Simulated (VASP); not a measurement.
# Ga: relaxation of cell and atoms with PBE

Crystal: Ga.

```
Ga
1.0
     4.45603    0.00000    0.00000
    -2.22801    3.85903    0.00000
     0.00000    0.00000    5.29727
Ga
4
Direct
  0.00000 0.00000 0.25000
  0.00000 0.00000 0.75000
  0.33333 0.66667 0.75000
  0.66667 0.33333 0.25000
```

This isn't the form of Ga at room conditions, which is orthorhombic.

```json
{"Program": "VASP 6.6.1", "Task": "relaxation of cell and atoms", "Functional": "PBE", "Potentials or basis": "VASP PAW PBE potentials, release 64 (Ga_d)", "Cutoff": "600 eV", "k mesh": "12 × 12 × 10", "Occupations": "gaussian, width 0.1 eV", "Spin": "no spin polarisation", "Dipole correction": "no", "Further INCAR settings": "ALGO = Normal; EDIFF = 1e-07; IBRION = 2; EDIFFG = -0.01; NSW = 100; ISIF = 3"}
```

The relaxed volume is 22.76 Å³/atom and the relaxed cell is a = 4.433 Å, b = 4.433 Å, c = 5.350 Å, α = 90.00°, β = 90.00°, γ = 120.00°. The space group after relaxing (to 0.1 Å) is P6_3/mmc (No. 194), the energy gained by relaxing is 0.8 meV/atom and the ionic steps are 5. The pressure after relaxing is 0.0 GPa and the band gap on the k mesh is zero (bands 26 and 27 overlap by 1.86 eV).

The path:
```tsv
step	energy change (eV)	largest force (eV/Å)	pressure (GPa)	volume (Å³)
1	0.0000	0.0000	-0.07	91.09
2	-0.0023	0.0000	-0.02	90.96
3	-0.0031	0.0000	0.08	90.85
4	-0.0031	0.0000	0.09	90.83
5	-0.0032	0.0000	0.01	91.03
```

Final structure:
```yaml
crystal:
  lattice:
    - [4.43260, 0.00000, 0.00000]
    - [-2.21630, 3.83875, 0.00000]
    - [0.00000, 0.00000, 5.34993]
  atoms:
    - { symbol: Ga, position: [0.00000, 0.00000, 0.25000] }
    - { symbol: Ga, position: [0.00000, 0.00000, 0.75000] }
    - { symbol: Ga, position: [0.33333, 0.66667, 0.75000] }
    - { symbol: Ga, position: [0.66667, 0.33333, 0.25000] }
```

Levels at points of the mesh, in eV from the Fermi level:
```
           k point  band 22  band 23  band 24  band 25  band 26  band 27  band 28  band 29  band 30  band 31
(0.00, 0.00, 0.00)    -6.01    -3.46    -0.66    -0.24    -0.24     1.09     1.09     1.81     4.20     4.74
(0.50, 0.00, 0.00)    -6.92    -4.11    -3.45    -2.06    -1.75     0.36     1.06     1.28     3.60     4.02
(0.00, 0.00, 0.50)    -8.81    -0.08    -0.08     0.64     0.64     0.64     0.64     1.92     1.92     4.04
(0.50, 0.00, 0.50)    -7.00    -5.51    -5.51    -0.82    -0.82     0.43     0.43     3.77     3.77     5.98
```

Wall time 14 min on 1 thread of Intel(R) Xeon(R) Platinum 8488C (Sapphire Rapids), with other jobs on the host, peak memory 0.43 GiB.
